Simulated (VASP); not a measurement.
# SnO in VASP: further runs

The runs below take SnO through electric field gradients, with PBEsol.

Program: VASP 6.6.1. These are calculated values, not measurements. Logs are shortened: lines on timing, memory, paths and dates and some standing lists are left out, and cuts for length are marked.

## Step 1: The cell of the first run

The structure is tetragonal, space group P4/nmm (No. 129). Conventional cell: a = 3.764 Å, b = 3.764 Å, c = 4.836 Å, α = 90.00°, β = 90.00°, γ = 90.00°. Sn (site symmetry 4mm) has 4 O at 2.21 Å within 2.9 Å. O (site symmetry -4m2) has 4 Sn at 2.21 Å and 4 O at 2.66 Å within 2.9 Å.

## Step 2: Electric field gradients, PBEsol (equal xx and yy strain of -1 %)

INCAR reads:

```
SYSTEM = SnO
PREC = Accurate
ENCUT = 910
EDIFF = 1E-8
ISMEAR = -1
SIGMA = 0.01
LREAL = .False.
LASPH = .True.
NELM = 120
ALGO = Normal
ISIF = 2
LWAVE = .False.
LCHARG = .False.
GGA = PS
LEFG = .True.
NBANDS = 28
GGA_COMPAT = .False.
```

KPOINTS reads:

```
regular mesh
0
Gamma
  8 8 6
  0 0 0
```

POSCAR reads:

```
SnO
1.0
    3.7639800000      0.0000000000      0.0000000000
    0.0000000000      3.7639800000      0.0000000000
    0.0000000000      0.0000000000      4.8360000000
Sn O
2 2
Direct
    0.0000000000      0.5000000000      0.2385000000
    0.5000000000      0.0000000000      0.7615000000
    0.0000000000      0.0000000000      0.0000000000
    0.5000000000      0.5000000000      0.0000000000
```

Potentials or basis: VASP PAW PBE potentials, release 64 (Sn_d, O_h).

Command:

```
$ cat potpaw_PBE.64/Sn_d/POTCAR potpaw_PBE.64/O_h/POTCAR > POTCAR
$ mpirun -np 1 vasp_std > vasp.out
```

OUTCAR:

```text
SYSTEM = SnO
   PREC = Accurate
   ENCUT = 910
   EDIFF = 1E-8
   ISMEAR = -1
   LREAL = .False.
   LASPH = .True.
   NELM = 120
   ISIF = 2
   GGA = PS

 ion  position               nearest neighbor table
   1  0.000  0.500  0.239-   3 2.21   4 2.21   3 2.21   4 2.21   2 3.52   2 3.52   2 3.52   2 3.52
                             2 3.67   2 3.67   2 3.67   2 3.67
   2  0.500  0.000  0.761-   3 2.21   4 2.21   4 2.21   3 2.21   1 3.52   1 3.52   1 3.52   1 3.52
                             1 3.67   1 3.67   1 3.67   1 3.67
   3  0.000  0.000  0.000-   1 2.21   2 2.21   1 2.21   2 2.21
   4  0.500  0.500  0.000-   1 2.21   2 2.21   2 2.21   1 2.21

  LATTYP: Found a simple tetragonal cell.
 ALAT       =     3.7639800000
 C/A-ratio  =     1.2848102275

  Lattice vectors:

 A1 = (   3.7639800000,   0.0000000000,   0.0000000000)
 A2 = (   0.0000000000,   3.7639800000,   0.0000000000)
 A3 = (   0.0000000000,   0.0000000000,   4.8360000000)

Analysis of symmetry for initial positions (statically):
=====================================================================
 Subroutine PRICEL returns:
 Original cell was already a primitive cell.

 Routine SETGRP: Setting up the symmetry group for a
 simple tetragonal supercell.

 Subroutine GETGRP returns: Found 16 space group operations
 (whereof  8 operations were pure point group operations)
 out of a pool of 16 trial point group operations.

The static configuration has the point symmetry D_2d.
 The point group associated with its full space group is D_4h.

Analysis of symmetry for dynamics (positions and initial velocities):
=====================================================================
 Subroutine PRICEL returns:
 Original cell was already a primitive cell.

 Routine SETGRP: Setting up the symmetry group for a
 simple tetragonal supercell.

 Subroutine GETGRP returns: Found 16 space group operations
 (whereof  8 operations were pure point group operations)
 out of a pool of 16 trial point group operations.

The dynamic configuration has the point symmetry D_2d.
 The point group associated with its full space group is D_4h.

 Subroutine INISYM returns: Found 16 space group operations
 (whereof  8 operations are pure point group operations),
 and found     1 'primitive' translations

[... 140 lines left out ...]
  ext. energy  EPLUGINS =         0.00000000
  ---------------------------------------------------
  free energy    TOTEN  =       -24.21023420 eV

  energy without entropy =      -24.21006231  energy(sigma->0) =      -24.21014826

 E-fermi :   7.6188     XC(G=0): -10.6008

 val. band max:        7.6111983040   @ k =   0.1250   0.0000   0.0000
 cond. band min:       7.6269596086   @ k =   0.0000   0.0000   0.0000
 fundamental gap:      0.0157613046
 Fermi energy:         7.6187850678

 k-point     1 :       0.0000    0.0000    0.0000
  band No.  band energies     occupation
      1     -14.4662      2.00000
      2     -13.9744      2.00000
      3     -13.9744      2.00000
      4     -13.9744      2.00000
      5     -13.9168      2.00000
      6     -13.9136      2.00000
[... 733 lines left out ...]
     27      16.1234      0.00000
     28      16.1234      0.00000

 [... further k-points ...]
[... 5 lines left out ...]
  --------------------------------------------------------------------------------------
  -------------------------------------------------------------------------------------
  Total        1.1715494      1.1715494      0.4843305      0.0000000      0.0000000      0.0000000
  in kB       27.3961970     27.3961970     11.3258669      0.0000000      0.0000000      0.0000000
  external PRESSURE =      22.0394203 kB  Pullay stress =       0.0000000 kB

 VOLUME and BASIS-vectors are now :
 -----------------------------------------------------------------------------
  energy-cutoff  :      910.00
  volume of cell :       68.51
      direct lattice vectors                 reciprocal lattice vectors
     3.763980000  0.000000000  0.000000000     0.265676226  0.000000000  0.000000000
     0.000000000  3.763980000  0.000000000     0.000000000  0.265676226  0.000000000
     0.000000000  0.000000000  4.836000000     0.000000000  0.000000000  0.206782465

 POSITION                                       TOTAL-FORCE (eV/Angst)
 -----------------------------------------------------------------------------------
      0.00000      1.88199      1.15339         0.000000      0.000000      0.398910
      1.88199      0.00000      3.68261         0.000000     -0.000000     -0.398910
      0.00000      0.00000      0.00000        -0.000000      0.000000      0.000000
      1.88199      1.88199      0.00000         0.000000     -0.000000      0.000000
 -----------------------------------------------------------------------------------
    total drift:                               -0.000000      0.000000      0.000000

  FREE ENERGIE OF THE ION-ELECTRON SYSTEM (eV)
  ---------------------------------------------------
  free  energy   TOTEN  =       -24.2102342012 eV

  energy  without entropy=      -24.2100623113  energy(sigma->0) =      -24.21014826

 Electric field gradients (V/A^2)
---------------------------------------------------------------------
 ion       V_xx      V_yy      V_zz      V_xy      V_xz      V_yz
---------------------------------------------------------------------
   1      83.529    83.529  -167.057    -0.000    -0.000     0.000
   2      83.529    83.529  -167.057    -0.000     0.000    -0.000
   3      -2.551    -2.551     5.103    -0.000    -0.000     0.000
   4      -2.551    -2.551     5.103    -0.000     0.000    -0.000
---------------------------------------------------------------------

 Electric field gradients after diagonalization (V/A^2)
 (convention: |V_zz| > |V_xx| > |V_yy|)
----------------------------------------------------------------------
 ion       V_xx      V_yy      V_zz     asymmetry (V_yy - V_xx)/ V_zz
----------------------------------------------------------------------
   1      83.529    83.529  -167.057       0.000
   2      83.529    83.529  -167.057       0.000
   3      -2.551    -2.551     5.103       0.000
   4      -2.551    -2.551     5.103       0.000
----------------------------------------------------------------------

           NMR quadrupolar parameters

 Cq : quadrupolar parameter    Cq=e*Q*V_zz/h
 eta: asymmetry parameters     (V_yy - V_xx)/ V_zz
 Q  : nuclear electric quadrupole moment in mb (millibarn)
----------------------------------------------------------------------
 ion       Cq(MHz)       eta       Q (mb)
----------------------------------------------------------------------
   1      -0.404       0.000       1.000
   2      -0.404       0.000       1.000
   3       0.012       0.000       1.000
   4       0.012       0.000       1.000
----------------------------------------------------------------------
```

OSZICAR:

```text
N       E                     dE             d eps       ncg     rms          rms(c)
DAV:   1     0.526622018586E+03    0.52662E+03   -0.27238E+04  3428   0.311E+03
DAV:   2     0.837013878228E+02   -0.44292E+03   -0.42654E+03  3424   0.708E+02
DAV:   3    -0.173463005500E+02   -0.10105E+03   -0.97066E+02  4196   0.221E+02
DAV:   4    -0.270926462022E+02   -0.97463E+01   -0.95929E+01  3952   0.678E+01
DAV:   5    -0.274001052702E+02   -0.30746E+00   -0.30697E+00  3716   0.126E+01    0.110E+01
DAV:   6    -0.242331277682E+02    0.31670E+01   -0.12783E+01  5620   0.414E+01    0.465E+00
DAV:   7    -0.242456094969E+02   -0.12482E-01   -0.17375E+00  3728   0.779E+00    0.251E+00
DAV:   8    -0.242229377011E+02    0.22672E-01   -0.34179E-01  4812   0.412E+00    0.856E-01
DAV:   9    -0.242093037880E+02    0.13634E-01   -0.54369E-02  5404   0.259E+00    0.239E-01
DAV:  10    -0.242104684437E+02   -0.11647E-02   -0.73237E-03  4468   0.814E-01    0.120E-01
DAV:  11    -0.242102167615E+02    0.25168E-03   -0.13267E-03  5568   0.382E-01    0.247E-02
DAV:  12    -0.242102450313E+02   -0.28270E-04   -0.24115E-04  3592   0.994E-02    0.339E-02
DAV:  13    -0.242102344670E+02    0.10564E-04   -0.29629E-05  4272   0.429E-02    0.621E-03
DAV:  14    -0.242102340278E+02    0.43914E-06   -0.37816E-06  5160   0.154E-02    0.222E-03
DAV:  15    -0.242102341162E+02   -0.88363E-07   -0.28729E-07  4600   0.498E-03    0.133E-03
DAV:  16    -0.242102341640E+02   -0.47841E-07   -0.41622E-08  3608   0.148E-03    0.592E-04
DAV:  17    -0.242102342017E+02   -0.37692E-07   -0.10568E-08  1772   0.116E-03    0.147E-04
DAV:  18    -0.242102342012E+02    0.51114E-09   -0.41030E-09  1712   0.734E-04
   1 F= -.24210234E+02 E0= -.24210148E+02  d E =-.171890E-03
```

Wall time 2 min (1 thread of AMD EPYC 9R45 (Zen 5), shared host); peak memory 0.36 GiB.

Results:

- Free energy: -24.2102 eV
- Pressure: 2.2 GPa
- Largest force: 0.399 eV/Å
- Band gap on the k mesh: zero (bands 20 and 21 overlap by 0.11 eV)
- Largest electric field gradient by atom: Sn -167.1; O +5.1 V/Å²

Forces in eV/Å, atoms in the order of the input:
```
Sn   0.000  0.000  0.399
Sn   0.000  0.000 -0.399
O    0.000  0.000  0.000
O    0.000  0.000  0.000
```

Stress tensor (GPa, compression positive):
```
2.74 0.00 0.00
0.00 2.74 0.00
0.00 0.00 1.13
```

Levels at points of the mesh, in eV from the Fermi level:
| k point | band 18 | band 19 | band 20 | band 21 | band 22 | band 23 |
| --- | --- | --- | --- | --- | --- | --- |
| (0.00, 0.00, 0.00) | -3.35 | -3.35 | 0.01 | 2.08 | 4.19 | 4.65 |
| (0.50, 0.00, 0.00) | -5.10 | -2.91 | -2.91 | 3.11 | 3.11 | 5.92 |
| (0.50, 0.50, 0.00) | -2.66 | -1.99 | -1.99 | -0.10 | -0.10 | 4.24 |
| (0.00, 0.00, 0.50) | -3.36 | -3.15 | -2.46 | 1.59 | 2.85 | 2.85 |
| (0.50, 0.00, 0.50) | -5.06 | -1.89 | -1.89 | 2.47 | 2.47 | 5.41 |
| (0.50, 0.50, 0.50) | -2.80 | -2.67 | -2.67 | 2.19 | 2.19 | 3.93 |

Electric field gradients, principal values (V/Å²):
| atom | least | middle | greatest (by size) |
| --- | --- | --- | --- |
| 1 Sn | 83.529 | 83.529 | -167.057 |
| 2 Sn | 83.529 | 83.529 | -167.057 |
| 3 O | -2.551 | -2.551 | 5.103 |
| 4 O | -2.551 | -2.551 | 5.103 |

Caveat: the cell differs from its parent crystal (equal xx and yy strain of -1 %); the cutoff is under 1.25 times the usual one of these potentials, so pressure, stress and relaxed cells hold a basis-set (Pulay) error; semilocal functionals underestimate gaps, so a narrow gap can read as zero; without QUAD_EFG the Cq values of the log hold for a quadrupole moment of 1 mb, not for the nuclei; the PAW data sets were made with another functional, which shifts forces and pressure a little; spin-orbit coupling is left out, which moves the levels of the heavy elements.

## Step 3: Electric field gradients, PBEsol (equal xy, yz and zx shear strains of -2 %)

INCAR reads:

```
PREC = Accurate
ENCUT = 520
EDIFF = 1E-8
ISMEAR = -1
SIGMA = 0.01
LREAL = False
LASPH = True
NELM = 60
ALGO = Normal
ISIF = 2
LWAVE = False
LCHARG = False
GGA = PS
LEFG = True
NBANDS = 28
```

KPOINTS reads:

```
Automatic mesh
0
Gamma
  8 8 6
```

POSCAR reads:

```
SnO
1.0
    3.8020000000     -0.0380200000     -0.0380200000
   -0.0380200000      3.8020000000     -0.0380200000
   -0.0483600000     -0.0483600000      4.8360000000
Sn O
2 2
Direct
    0.0000000000      0.5000000000      0.2385000000
    0.5000000000      0.0000000000      0.7615000000
    0.0000000000      0.0000000000      0.0000000000
    0.5000000000      0.5000000000      0.0000000000
```

Potentials or basis: VASP PAW PBE potentials, release 64 (Sn_d, O).

Command:

```
$ cat potpaw_PBE.64/Sn_d/POTCAR potpaw_PBE.64/O/POTCAR > POTCAR
$ mpirun -np 1 vasp_std > vasp.out
```

OUTCAR:

```text
PREC = Accurate
   ENCUT = 520
   EDIFF = 1E-8
   ISMEAR = -1
   LREAL = False
   LASPH = True
   NELM = 60
   ISIF = 2
   GGA = PS

 ion  position               nearest neighbor table
   1  0.000  0.500  0.239-   3 2.20   4 2.20   3 2.24   4 2.24   2 3.47   2 3.56   2 3.56   2 3.57
                             2 3.62   2 3.71   2 3.71   2 3.72
   2  0.500  0.000  0.761-   3 2.20   4 2.20   4 2.24   3 2.24   1 3.47   1 3.56   1 3.56   1 3.57
                             1 3.62   1 3.71   1 3.71   1 3.72
   3  0.000  0.000  0.000-   1 2.20   2 2.20   1 2.24   2 2.24
   4  0.500  0.500  0.000-   1 2.20   2 2.20   2 2.24   1 2.24

  LATTYP: Found a base centered monoclinic cell.
 ALAT       =     5.3236146519
 B/A-ratio  =     1.0200979445
 C/A-ratio  =     1.3318122543
 COS(beta)  =    -0.7314689308

  Lattice vectors:

 A1 = (  -3.8020000000,   0.0380200000,   0.0380200000)
 A2 = (   0.0380200000,  -3.8020000000,   0.0380200000)
 A3 = (   3.7156200000,   3.7156200000,   4.7599600000)

Analysis of symmetry for initial positions (statically):
=====================================================================
[... 952 lines left out ...]
      1.86417     -0.05584      3.66360        -0.120168     -0.120168     -0.163408
      0.00000      0.00000      0.00000         0.074968     -0.074968      0.000000
      1.88199      1.88199     -0.03802        -0.074968      0.074968     -0.000000
 -----------------------------------------------------------------------------------
    total drift:                               -0.000000      0.000000      0.000000

  FREE ENERGIE OF THE ION-ELECTRON SYSTEM (eV)
  ---------------------------------------------------
  free  energy   TOTEN  =       -24.1945008643 eV

  energy  without entropy=      -24.1943431559  energy(sigma->0) =      -24.19442201

 Electric field gradients (V/A^2)
---------------------------------------------------------------------
 ion       V_xx      V_yy      V_zz      V_xy      V_xz      V_yz
---------------------------------------------------------------------
   1      80.510    80.510  -161.019     3.135   -18.203   -18.203
   2      80.510    80.510  -161.019     3.135   -18.203   -18.203
   3      -1.020    -1.020     2.040    -6.322     0.481     0.481
   4      -1.020    -1.020     2.040    -6.322     0.481     0.481
---------------------------------------------------------------------

 Electric field gradients after diagonalization (V/A^2)
 (convention: |V_zz| > |V_xx| > |V_yy|)
----------------------------------------------------------------------
 ion       V_xx      V_yy      V_zz     asymmetry (V_yy - V_xx)/ V_zz
----------------------------------------------------------------------
   1      86.324    77.375  -163.698       0.055
   2      86.324    77.375  -163.698       0.055
   3       5.301     2.089    -7.391       0.435
   4       5.301     2.089    -7.391       0.435
----------------------------------------------------------------------

           NMR quadrupolar parameters

 Cq : quadrupolar parameter    Cq=e*Q*V_zz/h
 eta: asymmetry parameters     (V_yy - V_xx)/ V_zz
 Q  : nuclear electric quadrupole moment in mb (millibarn)
----------------------------------------------------------------------
 ion       Cq(MHz)       eta       Q (mb)
----------------------------------------------------------------------
   1      -0.396       0.055       1.000
   2      -0.396       0.055       1.000
   3      -0.018       0.435       1.000
   4      -0.018       0.435       1.000
----------------------------------------------------------------------
```

OSZICAR:

```text
N       E                     dE             d eps       ncg     rms          rms(c)
DAV:   1     0.414582415701E+03    0.41458E+03   -0.19859E+04  6656   0.219E+03
DAV:   2     0.356348917430E+02   -0.37895E+03   -0.36359E+03  6572   0.543E+02
DAV:   3    -0.244803580299E+02   -0.60115E+02   -0.58840E+02  7264   0.180E+02
DAV:   4    -0.273751036334E+02   -0.28947E+01   -0.28808E+01  7356   0.421E+01
DAV:   5    -0.274438259143E+02   -0.68722E-01   -0.68712E-01  7092   0.702E+00    0.108E+01
DAV:   6    -0.242609354539E+02    0.31829E+01   -0.14435E+01 10368   0.431E+01    0.482E+00
DAV:   7    -0.242296825946E+02    0.31253E-01   -0.17746E+00  7556   0.806E+00    0.242E+00
DAV:   8    -0.242046249184E+02    0.25058E-01   -0.28825E-01  7864   0.351E+00    0.767E-01
DAV:   9    -0.241938490307E+02    0.10776E-01   -0.45239E-02 10144   0.229E+00    0.220E-01
DAV:  10    -0.241948326540E+02   -0.98362E-03   -0.68429E-03  9128   0.790E-01    0.137E-01
DAV:  11    -0.241944780180E+02    0.35464E-03   -0.15704E-03  9788   0.377E-01    0.204E-02
DAV:  12    -0.241945100495E+02   -0.32031E-04   -0.28070E-04  6644   0.935E-02    0.315E-02
DAV:  13    -0.241945009524E+02    0.90970E-05   -0.30066E-05  8668   0.434E-02    0.468E-03
DAV:  14    -0.241945007294E+02    0.22300E-06   -0.34316E-06  8848   0.120E-02    0.258E-03
DAV:  15    -0.241945007876E+02   -0.58190E-07   -0.16760E-07  8240   0.331E-03    0.189E-03
DAV:  16    -0.241945008508E+02   -0.63136E-07   -0.64576E-08  7160   0.216E-03    0.405E-04
DAV:  17    -0.241945008708E+02   -0.20091E-07   -0.14460E-08  3572   0.774E-04    0.147E-04
DAV:  18    -0.241945008643E+02    0.65920E-08   -0.24818E-09  3260   0.545E-04
   1 F= -.24194501E+02 E0= -.24194422E+02  d E =-.157708E-03
```

stdout:

```text
POSCAR found type information on POSCAR SnO
 POSCAR found :  2 types and       4 ions
 scaLAPACK will be used
 -----------------------------------------------------------------------------
|                                                                             |
|                                                                             |
|     You enforced a specific xc type in the INCAR file but a different       |
|     I HOPE YOU KNOW WHAT YOU ARE DOING!                                     |
|                                                                             |
 -----------------------------------------------------------------------------

 LDA part: xc-table for (Slater+PW92), standard interpolation
 POSCAR, INCAR and KPOINTS ok, starting setup
 FFT: planning ... GRIDC
 FFT: planning ... GRID_SOFT
 FFT: planning ... GRID
 WAVECAR not read
 entering main loop
ion   1

ion   2

ion   3

ion   4
```

Wall time 3.4 min (1 thread of Intel Xeon 6975P-C (Granite Rapids), shared host); peak memory 0.3 GiB.

Results:

- Free energy: -24.1945 eV
- Pressure: 0.3 GPa
- Largest force: 0.236 eV/Å
- Band gap on the k mesh: zero (bands 20 and 21 overlap by 0.01 eV)
- Largest electric field gradient by atom: Sn -163.7; O -7.4 V/Å²

Forces in eV/Å, atoms in the order of the input:
```
Sn   0.120  0.120  0.163
Sn  -0.120 -0.120 -0.163
O    0.075 -0.075  0.000
O   -0.075  0.075  0.000
```

Levels at points of the mesh, in eV from the Fermi level:
| k point | band 16 | band 17 | band 18 | band 19 | band 20 | band 21 | band 22 | band 23 | band 24 | band 25 |
| --- | --- | --- | --- | --- | --- | --- | --- | --- | --- | --- |
| (0.00, 0.00, 0.00) | -6.34 | -3.52 | -3.34 | -3.07 | -0.01 | 2.03 | 4.25 | 4.58 | 4.72 | 5.59 |
| (0.50, 0.00, 0.00) | -5.07 | -4.93 | -4.87 | -2.80 | -2.70 | 3.04 | 3.24 | 5.73 | 5.90 | 5.94 |
| (0.50, 0.50, 0.00) | -5.17 | -2.62 | -2.44 | -1.97 | -1.84 | -0.03 | 0.03 | 4.27 | 4.43 | 7.16 |
| (0.00, 0.00, 0.50) | -3.59 | -3.35 | -3.14 | -3.09 | -2.26 | 1.56 | 2.84 | 2.96 | 3.62 | 7.80 |
| (0.50, 0.00, 0.50) | -5.55 | -4.90 | -4.84 | -1.85 | -1.68 | 2.42 | 2.63 | 5.35 | 5.37 | 6.52 |
| (0.50, 0.50, 0.50) | -5.62 | -2.85 | -2.62 | -2.59 | -2.44 | 2.27 | 2.31 | 3.91 | 4.01 | 5.50 |

Electric field gradients, principal values (V/Å²):
| atom | least | middle | greatest (by size) |
| --- | --- | --- | --- |
| 1 Sn | 77.375 | 86.324 | -163.698 |
| 2 Sn | 77.375 | 86.324 | -163.698 |
| 3 O | 2.089 | 5.301 | -7.391 |
| 4 O | 2.089 | 5.301 | -7.391 |

Caveat: the cell differs from its parent crystal (equal xy, yz and zx shear strains of -2 %); semilocal functionals underestimate gaps, so a narrow gap can read as zero; without QUAD_EFG the Cq values of the log hold for a quadrupole moment of 1 mb, not for the nuclei; the PAW data sets were made with another functional, which shifts forces and pressure a little; spin-orbit coupling is left out, which moves the levels of the heavy elements.

[end of part 1 of 3]
